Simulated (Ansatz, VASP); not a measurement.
# One calculation of CoO, two programs

Contents of INCAR:

```
PREC     = Accurate       # precision mode
ENCUT    = 520            # plane-wave cutoff, eV
EDIFF    = 1E-6           # SCF threshold, eV
ISMEAR   = 0              # smearing method
SIGMA    = 0.05           # smearing width, eV
LREAL    = False          # projectors in reciprocal space
LASPH    = True           # aspherical terms in the spheres
NELM     = 150            # most SCF steps
ALGO     = Normal         # electronic algorithm
ISIF     = 2              # what is computed and relaxed
LWAVE    = False          # write WAVECAR
LCHARG   = False          # write CHGCAR
ISPIN    = 2              # spin polarisation
MAGMOM   = 2 -2 0 0       # initial moments
LORBIT   = 11             # projections on sites
LMAXMIX  = 4              # l up to which the mixer works
LDAU     = True           # DFT+U
LDAUTYPE = 2            
LDAUL    = 2 -1           # shell
LDAUU    = 6 0            # U, eV
LDAUJ    = 0 0          
LDAUPRINT= 1            
NBANDS   = 27             # bands
```

Contents of KPOINTS:

```
regular mesh
0
Gamma
  7 4 7
```

The input POSCAR:

```
CoO
1.0
    1.4281496200      2.4736276900      0.0000000000
   -4.2844488400      2.4736276900      0.0000000000
    0.0000000000      0.0000000000      2.7876065300
Co O
2 2
Direct
    0.0000000000      0.0000000000      0.0000000000
    0.5000000000      0.5000000000      0.0000000000
    0.5000000000      0.8333333333      0.5000000000
    0.0000000000      0.3333333333      0.5000000000
```

Contents of input.yaml:

```yaml
crystal:
  lattice:
    - [1.42814962, 2.47362769, 0.0]
    - [-4.28444884, 2.47362769, 0.0]
    - [0.0, 0.0, 2.78760653]
  atoms:
    - { symbol: Co, position: [0.0, 0.0, 0.0], spin: 2.0 }
    - { symbol: Co, position: [0.5, 0.5, 0.0], spin: -2.0 }
    - { symbol: O, position: [0.5, 0.8333333333, 0.5] }
    - { symbol: O, position: [0.0, 0.3333333333, 0.5] }
kpoints:
  mp_grid: { grid: [7, 4, 7] }
scf:
  occupations: { method: gaussian, width: 0.05 }
hamiltonian:
  xc: lda
  pseudopotentials: { kind: all_electron, lapw: { basis_error: 0.002 } }
  hubbard:
    sites: [{ species: Co, l: d, u_eff: 6 }]
    double_counting: fll
    projectors: ortho-atomic
magnetization:
  spin_polarized: true
output:
  forces: true
  stress: true
  eigenvalues: true
```

Alike in both runs: task single point; functional LDA; k mesh 7 × 4 × 7; occupations gaussian, width 0.05 eV; collinear spin; Hubbard terms Co d U = 6.0 eV.

|  | VASP | Ansatz |
| --- | --- | --- |
| version | VASP 6.6.1 | Ansatz 0.2.0 |
| potentials or method | VASP PAW LDA potentials, release 64 (Co, O), cutoff 520 eV | all-electron LAPW, scalar-relativistic |

Ansatz gave:

```
gap on the k mesh at the Fermi level (eV)                     : 1.50
least direct gap on the mesh (eV)                             : 1.50
pressure (GPa)                                                : -9.5
traceless stress, the component that is largest in VASP (GPa) : -13.33
rms of the force components (eV/Å)                            : 0.132
net moment per atom (μB)                                      : 0.00
size of the moment on the site where the two differ most (μB) : 2.67
```

**Question.** Which values does VASP return?

**Answer.** gap on the k mesh at the Fermi level (eV): 1.63; least direct gap on the mesh (eV): 1.63; pressure (GPa): -16.6; traceless stress, the component that is largest in VASP (GPa): -14.87; rms of the force components (eV/Å): 0.122; net moment per atom (μB): 0.00; size of the moment on the site where the two differ most (μB): 2.72.

LDA's correlation is that of Perdew and Zunger in VASP and of Perdew and Wang (1992) in Ansatz. Site moments also hang on the region over which each program counts them. The programs project onto different local orbitals, so the same U acts differently, and such runs can settle in different states. Atom by atom the forces differ by 0.010 eV/Å (rms over components). Ansatz ran all-electron here, and VASP with PAW potentials.

Noted on Ansatz's run: the magnetic state may not be the lowest; U is the effective U less J, on atomic orbitals that reach past the spheres.
